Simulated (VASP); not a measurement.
Input of a VASP 6.6.1 run:

INCAR

```
SYSTEM = Rb2Cd
PREC = Accurate
ENCUT = 520
EDIFF = 1E-7
ISMEAR = 0
SIGMA = 0.1
LREAL = .FALSE.
LASPH = .TRUE.
NELM = 60
ALGO = Fast
ISIF = 2
LWAVE = .FALSE.
LCHARG = .FALSE.
GGA = PE
NBANDS = 39
```

Contents of KPOINTS:

```
regular mesh
0
G
  6 6 4
  0 0 0
```

POSCAR

```
Rb2Cd
1.0
    5.9401007113      0.0000000000      0.0000000000
    0.0000000000      5.9401007113      0.0000000000
    0.0000000000      0.0000000000     10.2315942079
Rb Cd
4 2
Direct
    0.0000000000      0.0000000000      0.0000000000
    0.5000000000      0.5000000000      0.0000000000
    0.0000000000      0.5000000000      0.3699786665
    0.5000000000      0.0000000000      0.6300213335
    0.0000000000      0.5000000000      0.7490555914
    0.5000000000      0.0000000000      0.2509444086
```

Potentials or basis: VASP PAW PBE potentials, release 64 (Rb_sv, Cd).

The run is started by

```sh
$ cat potpaw_PBE.64/Rb_sv/POTCAR potpaw_PBE.64/Cd/POTCAR > POTCAR
$ mpirun -np 1 vasp_std > vasp.out
```

(1) Predict the pressure.

(2) Estimate the band gap on the k mesh.

Results:

(1) 0.0 GPa.

(2) zero (bands 30 and 31 overlap by 0.84 eV).
